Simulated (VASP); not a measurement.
# WC in VASP: a series of runs

The runs below take WC through single point, with PBEsol.

All numbers are computed with VASP 6.6.1; they aren't measurements. Logs are shortened: lines on timing, memory, paths and dates and some standing lists are left out, and cuts for length are marked.

**1. The cell of the first run**

Symmetry: Fm-3m, No. 225, cubic system. Conventional cell: a = 4.495 Å, b = 4.495 Å, c = 4.495 Å, α = 90.00°, β = 90.00°, γ = 90.00°. W (site symmetry m-3m) has 6 C at 2.25 Å within 3.0 Å. Within 3.0 Å of C (site symmetry m-3m) lie 6 W at 2.25 Å.

**2. Single point, PBEsol (strain +0.025 along x and y, +0.025 along z)**

INCAR reads:

```
  ALGO = Normal
  EDIFF = 1E-6
  ENCUT = 520
  GGA = PS
  ISIF = 2
  ISMEAR = 0
  LASPH = T
  LCHARG = T
  LELF = T
  LREAL = F
  LVHAR = T
  LWAVE = F
  NBANDS = 16
  NELM = 80
  PREC = Accurate
  SIGMA = 0.15
```

KPOINTS reads:

```
k-points
0
Gamma
  18 18 18
```

POSCAR reads:

```
WC
1.0
    0.0000000000      2.2475011000      2.2475011000
    2.2475011000      0.0000000000      2.2475011000
    2.2475011000      2.2475011000      0.0000000000
W C
1 1
Direct
    0.0000000000      0.0000000000      0.0000000000
    0.5000000000      0.5000000000      0.5000000000
```

Potentials or basis: VASP PAW PBE potentials, release 64 (W_sv, C).

The run is started by

```
cat potpaw_PBE.64/W_sv/POTCAR potpaw_PBE.64/C/POTCAR > POTCAR
mpirun -np 1 vasp_std > vasp.out
```

OUTCAR:

```text
EDIFF = 1E-6
   ENCUT = 520
   GGA = PS
   ISIF = 2
   ISMEAR = 0
   LASPH = T
   LREAL = F
   NELM = 80
   PREC = Accurate

 ion  position               nearest neighbor table
   1  0.000  0.000  0.000-   2 2.25   2 2.25   2 2.25   2 2.25   2 2.25   2 2.25
   2  0.500  0.500  0.500-   1 2.25   1 2.25   1 2.25   1 2.25   1 2.25   1 2.25

  LATTYP: Found a face centered cubic cell.
 ALAT       =     4.4950022000

  Lattice vectors:

 A1 = (   0.0000000000,   2.2475011000,   2.2475011000)
 A2 = (   2.2475011000,   0.0000000000,   2.2475011000)
 A3 = (   2.2475011000,   2.2475011000,   0.0000000000)

Analysis of symmetry for initial positions (statically):
=====================================================================
 Subroutine PRICEL returns:
 Original cell was already a primitive cell.

 Routine SETGRP: Setting up the symmetry group for a
 face centered cubic supercell.

 Subroutine GETGRP returns: Found 48 space group operations
 (whereof 48 operations were pure point group operations)
 out of a pool of 48 trial point group operations.

The static configuration has the point symmetry O_h .

Analysis of symmetry for dynamics (positions and initial velocities):
=====================================================================
 Subroutine PRICEL returns:
 Original cell was already a primitive cell.

 Routine SETGRP: Setting up the symmetry group for a
 face centered cubic supercell.

 Subroutine GETGRP returns: Found 48 space group operations
 (whereof 48 operations were pure point group operations)
 out of a pool of 48 trial point group operations.

The dynamic configuration has the point symmetry O_h .

 Subroutine INISYM returns: Found 48 space group operations
 (whereof 48 operations are pure point group operations),
 and found     1 'primitive' translations

----------------------------------------------------------------------------------------

                                     Primitive cell

  volume of cell :      22.7054

  direct lattice vectors                    reciprocal lattice vectors
     0.000000000  2.247501100  2.247501100    -0.222469302  0.222469302  0.222469302
     2.247501100  0.000000000  2.247501100     0.222469302 -0.222469302  0.222469302
     2.247501100  2.247501100  0.000000000     0.222469302  0.222469302 -0.222469302

  length of vectors
     3.178446537  3.178446537  3.178446537     0.385328133  0.385328133  0.385328133

  position of ions in fractional coordinates (direct lattice)
     0.000000000  0.000000000  0.000000000
     0.500000000  0.500000000  0.500000000

  ion indices of the primitive-cell ions
   primitive index   ion index
                 1           1
                 2           2

----------------------------------------------------------------------------------------

 KPOINTS: k-points

Automatic generation of k-mesh.
 Grid dimensions read from file:
 generate k-points for:   18   18   18

 Generating k-lattice:

  Cartesian coordinates                     Fractional coordinates (reciprocal lattice)
    -0.012359406  0.012359406  0.012359406     0.055555556  0.000000000  0.000000000
     0.012359406 -0.012359406  0.012359406     0.000000000  0.055555556  0.000000000
     0.012359406  0.012359406 -0.012359406     0.000000000  0.000000000  0.055555556

  Length of vectors
     0.021407119  0.021407119  0.021407119

  Shift w.r.t. Gamma in fractional coordinates (k-lattice)
     0.000000000  0.000000000  0.000000000

 Subroutine IBZKPT returns following result:
 ===========================================

 Found    195 irreducible k-points:

 Following reciprocal coordinates:
            Coordinates               Weight
  0.000000  0.000000  0.000000      1.000000
  0.055556  0.000000  0.000000      8.000000
  0.111111  0.000000  0.000000      8.000000
  0.166667  0.000000  0.000000      8.000000
  0.222222  0.000000  0.000000      8.000000
  0.277778  0.000000  0.000000      8.000000
[... 16 lines left out ...]
 -0.277778  0.055556  0.000000     24.000000
 -0.222222  0.055556  0.000000     24.000000
 [... further k-points ...]
   k-points           NKPTS =    195   k-points in BZ     NKDIM =    195   number of bands    NBANDS=     16
   number of dos      NEDOS =    301   number of ions     NIONS =      2
   total plane-waves  NPLWV =  13824
   dimension x,y,z NGX =    24 NGY =   24 NGZ =   24
   dimension x,y,z NGXF=    48 NGYF=   48 NGZF=   48
   ions per type =               1   1
   NGX,Y,Z   is equivalent  to a cutoff of  12.55, 12.55, 12.55 a.u.
   NGXF,Y,Z  is equivalent  to a cutoff of  25.11, 25.11, 25.11 a.u.
 SYSTEM =  unknown system
   PREC   = accura    normal or accurate (medium, high low for compatibility)
   ISTART =      0    job   : 0-new  1-cont  2-samecut
   ICHARG =      2    charge: 1-file 2-atom 10-const
   ISPIN  =      1    spin polarized calculation?
   LNONCOLLINEAR =      F non collinear calculations
   LSORBIT =      F    spin-orbit coupling
   LASPH  =      T    aspherical Exc in radial PAW
   ENCUT  =  520.0 eV  38.22 Ry    6.18 a.u.   5.91  5.91  5.91*2*pi/ulx,y,z
   NELM   =     80;   NELMIN=  2; NELMDL= -5     # of ELM steps
   EDIFF  = 0.1E-05   stopping-criterion for ELM
   LREAL  =      F    real-space projection
   EDIFFG = 0.1E-04   stopping-criterion for IOM
   NSW    =      0    number of steps for IOM
   IBRION =     -1    ionic relax: 0-MD 1-quasi-New 2-CG
   NFREE  =      0    steps in history (QN), initial steepest desc. (CG)
   ISIF   =      2    stress and relaxation
   ISYM   =      2    0-nonsym 1-usesym 2-fastsym
   POTIM  = 0.5000    time-step for ionic-motion
   TEBEG  =    0.0;   TEEND  =   0.0 temperature during run
   PSTRESS=    0.0 pullay stress
   NELECT =      18.0000    total number of electrons
   NUPDOWN=      -1.0000    fix difference up-down
   EMIN   =  10.00;   EMAX   =-10.00  energy-range for DOS
   EFERMI =   0.00;   METHOD = LEGACY
   ISMEAR =     0;   SIGMA  =   0.15  broadening in eV -4-tet -1-fermi 0-gaus
   EFERMI_NEDOS =   21; number of points for ismear=-14 and -15
   IALGO  =     38    algorithm
   IMIX   =      4    mixing-type and parameters
     AMIX     =   0.40;   BMIX     =  1.00
     AMIX_MAG =   1.60;   BMIX_MAG =  1.00
  volume/ion in A,a.u.               =      11.35        76.61
  Fermi-wavevector in a.u.,A,eV,Ry     =   1.515150  2.863219 31.234634  2.295681
  Thomas-Fermi vector in A             =   2.624713
   LORBIT       =      0    0 simple, 1 ext, 2 COOP (PROOUT), +10 PAW based schemes
   GGA     = PS    functional components
   LHFCALC =     F    Hartree Fock is set to
   AEXX    =    0.0000 exact exchange contribution
   IVDW    =     0    specifies the selected vdW correction
   LEPSILON=     F    determine dielectric tensor
   LRPA    =     F    only Hartree local field effects (RPA)
 non-spin polarized calculation
 Gauss-broadening in eV      SIGMA  =   0.15
  energy-cutoff  :      520.00
  volume of cell :       22.71
 maximum number of plane-waves:       624
   NGX = 11   NGY = 11   NGZ = 11

 number of electron      17.9999998 magnetization

 Free energy of the ion-electron system (eV)
  ---------------------------------------------------
  ext. energy  EPLUGINS =         0.00000000
  ---------------------------------------------------
  free energy    TOTEN  =       -22.77992365 eV

  energy without entropy =      -22.77004570  energy(sigma->0) =      -22.77498468

 E-fermi :  11.1275     XC(G=0): -13.4362

 val. band max:       11.1265327867   @ k =  -0.2778   0.2778   0.0000
 cond. band min:      11.1275899027   @ k =  -0.3333   0.4444   0.2222
 fundamental gap:      0.0010571159
 Fermi energy:        11.1274692899

 k-point     1 :       0.0000    0.0000    0.0000
  band No.  band energies     occupation
      1     -64.2804      2.00000
      2     -28.2774      2.00000
      3     -28.2774      2.00000
      4     -28.2774      2.00000
      5      -3.9805      2.00000
      6       8.6514      2.00000
[... 8 lines left out ...]
     15      20.8499      0.00000
     16      33.0853      0.00000

 k-point     2 :       0.0556    0.0000    0.0000
  band No.  band energies     occupation
      1     -64.2796      2.00000
      2     -28.2912      2.00000
      3     -28.2790      2.00000
      4     -28.2790      2.00000
      5      -3.9015      2.00000
      6       8.3467      2.00000
[... 8 lines left out ...]
     15      21.0352      0.00000
     16      31.9985      0.00000

 k-point     3 :       0.1111    0.0000    0.0000
  band No.  band energies     occupation
      1     -64.2774      2.00000
      2     -28.3308      2.00000
      3     -28.2834      2.00000
      4     -28.2834      2.00000
      5      -3.6682      2.00000
      6       7.6398      2.00000
[... 8 lines left out ...]
     15      21.5481      0.00000
     16      30.2077      0.00000

 k-point     4 :       0.1667    0.0000    0.0000
  band No.  band energies     occupation
      1     -64.2740      2.00000
      2     -28.3909      2.00000
      3     -28.2902      2.00000
      4     -28.2902      2.00000
      5      -3.2922      2.00000
      6       6.7613      2.00000
[... 8 lines left out ...]
     15      22.2330      0.00000
     16      28.5783      0.00000

 k-point     5 :       0.2222    0.0000    0.0000
  band No.  band energies     occupation
      1     -64.2699      2.00000
      2     -28.4637      2.00000
      3     -28.2985      2.00000
      4     -28.2985      2.00000
      5      -2.7913      2.00000
      6       5.8209      2.00000
[... 8 lines left out ...]
     15      22.7525      0.00000
     16      27.6471      0.00000

 k-point     6 :       0.2778    0.0000    0.0000
  band No.  band energies     occupation
      1     -64.2655      2.00000
      2     -28.5403      2.00000
      3     -28.3074      2.00000
      4     -28.3074      2.00000
      5      -2.1893      2.00000
      6       4.8742      2.00000
[... 8 lines left out ...]
     15      22.8763      0.00000
     16      26.5196      0.00000

 k-point     7 :       0.3333    0.0000    0.0000
  band No.  band energies     occupation
      1     -64.2614      2.00000
      2     -28.6114      2.00000
      3     -28.3156      2.00000
      4     -28.3156      2.00000
      5      -1.5150      2.00000
      6       3.9533      2.00000
[... 8 lines left out ...]
     15      23.0693      0.00000
     16      25.0138      0.00000

 k-point     8 :       0.3889    0.0000    0.0000
  band No.  band energies     occupation
      1     -64.2580      2.00000
      2     -28.6687      2.00000
      3     -28.3223      2.00000
      4     -28.3223      2.00000
      5      -0.8076      2.00000
      6       3.0863      2.00000
[... 8 lines left out ...]
     15      23.4964      0.00000
     16      23.7442      0.00000

 k-point     9 :       0.4444    0.0000    0.0000
  band No.  band energies     occupation
      1     -64.2558      2.00000
      2     -28.7058      2.00000
      3     -28.3267      2.00000
      4     -28.3267      2.00000
      5      -0.1471      2.00000
      6       2.3383      2.00000
[... 8 lines left out ...]
     15      22.8353      0.00000
     16      22.8353      0.00000
[... 172 lines left out ...]
 k-point    19 :       0.5000    0.0556    0.0000
  band No.  band energies     occupation
      1     -64.2548      2.00000
      2     -28.7127      2.00000
      3     -28.3365      2.00000
      4     -28.3315      2.00000
      5       0.0932      2.00000
      6       2.1010      2.00000
[... 8 lines left out ...]
     15      22.5327      0.00000
     16      22.7459      0.00000

 k-point    20 :      -0.4444    0.0556    0.0000
  band No.  band energies     occupation
      1     -64.2550      2.00000
      2     -28.7084      2.00000
      3     -28.3387      2.00000
      4     -28.3283      2.00000
      5      -0.0121      2.00000
      6       2.2138      2.00000
[... 8 lines left out ...]
     15      22.6718      0.00000
     16      22.8502      0.00000

 k-point    21 :      -0.3889    0.0556    0.0000
  band No.  band energies     occupation
      1     -64.2567      2.00000
      2     -28.6797      2.00000
      3     -28.3376      2.00000
      4     -28.3223      2.00000
      5      -0.5756      2.00000
      6       2.8355      2.00000
[... 8 lines left out ...]
     15      23.2481      0.00000
     16      23.6491      0.00000

 k-point    22 :      -0.3333    0.0556    0.0000
  band No.  band energies     occupation
      1     -64.2597      2.00000
      2     -28.6297      2.00000
      3     -28.3332      2.00000
      4     -28.3142      2.00000
      5      -1.2559      2.00000
      6       3.6359      2.00000
[... 8 lines left out ...]
     15      23.1928      0.00000
     16      24.2243      0.00000

 k-point    23 :      -0.2778    0.0556    0.0000
  band No.  band energies     occupation
      1     -64.2636      2.00000
      2     -28.5641      2.00000
      3     -28.3260      2.00000
      4     -28.3051      2.00000
      5      -1.9304      2.00000
      6       4.5092      2.00000
[... 8 lines left out ...]
     15      22.9542      0.00000
     16      25.2811      0.00000

 k-point    24 :      -0.2222    0.0556    0.0000
  band No.  band energies     occupation
      1     -64.2679      2.00000
      2     -28.4904      2.00000
      3     -28.3169      2.00000
      4     -28.2960      2.00000
      5      -2.5489      2.00000
      6       5.4223      2.00000
[... 8 lines left out ...]
     15      22.9179      0.00000
     16      26.2616      0.00000

 [... further k-points ...]
[... 5 lines left out ...]
  --------------------------------------------------------------------------------------
  -------------------------------------------------------------------------------------
  Total       -4.4072202     -4.4072202     -4.4072202      0.0000000      0.0000000      0.0000000
  in kB     -310.9894092   -310.9894092   -310.9894092      0.0000000      0.0000000      0.0000000
  external PRESSURE =    -310.9894092 kB  Pullay stress =       0.0000000 kB

 VOLUME and BASIS-vectors are now :
 -----------------------------------------------------------------------------
  energy-cutoff  :      520.00
  volume of cell :       22.71
      direct lattice vectors                 reciprocal lattice vectors
     0.000000000  2.247501100  2.247501100    -0.222469302  0.222469302  0.222469302
     2.247501100  0.000000000  2.247501100     0.222469302 -0.222469302  0.222469302
     2.247501100  2.247501100  0.000000000     0.222469302  0.222469302 -0.222469302

 POSITION                                       TOTAL-FORCE (eV/Angst)
 -----------------------------------------------------------------------------------
      0.00000      0.00000      0.00000         0.000000      0.000000     -0.000000
      2.24750      2.24750      2.24750        -0.000000     -0.000000      0.000000
 -----------------------------------------------------------------------------------
    total drift:                                0.000000     -0.000000     -0.000000

  FREE ENERGIE OF THE ION-ELECTRON SYSTEM (eV)
  ---------------------------------------------------
  free  energy   TOTEN  =       -22.7799236533 eV

  energy  without entropy=      -22.7700457005  energy(sigma->0) =      -22.77498468
```

Run time: 79 s. Hardware: 1 thread of AMD EPYC 7R43 (Zen 3), shared host; peak memory 0.16 GiB.

What came out:

| Quantity | Value |
| --- | --- |
| Free energy | -22.7799 eV |
| Pressure | -31.1 GPa |
| Band gap on the k mesh | zero (bands 9 and 10 overlap by 2.82 eV) |

Levels at points of the mesh, in eV from the Fermi level:
| k point | band 6 | band 7 | band 8 | band 9 | band 10 | band 11 | band 12 | band 13 |
| --- | --- | --- | --- | --- | --- | --- | --- | --- |
| (0.00, 0.00, 0.00) | -2.48 | -2.48 | -2.48 | -0.89 | -0.89 | -0.87 | -0.87 | -0.87 |
| (0.50, 0.00, 0.00) | -9.16 | -6.04 | -6.04 | 0.92 | 0.92 | 2.06 | 4.81 | 8.06 |
| (0.50, 0.50, 0.00) | -5.35 | -5.22 | -2.32 | -2.32 | 0.73 | 2.01 | 2.01 | 4.75 |

Caveat: the cell differs from its parent crystal (strain +0.025 along x and y, +0.025 along z); the cell stands under tension; the PAW data sets were made with another functional, which shifts forces and pressure a little; spin-orbit coupling is left out, which moves the levels of the heavy elements.

(Continued in part 2 of 2.)
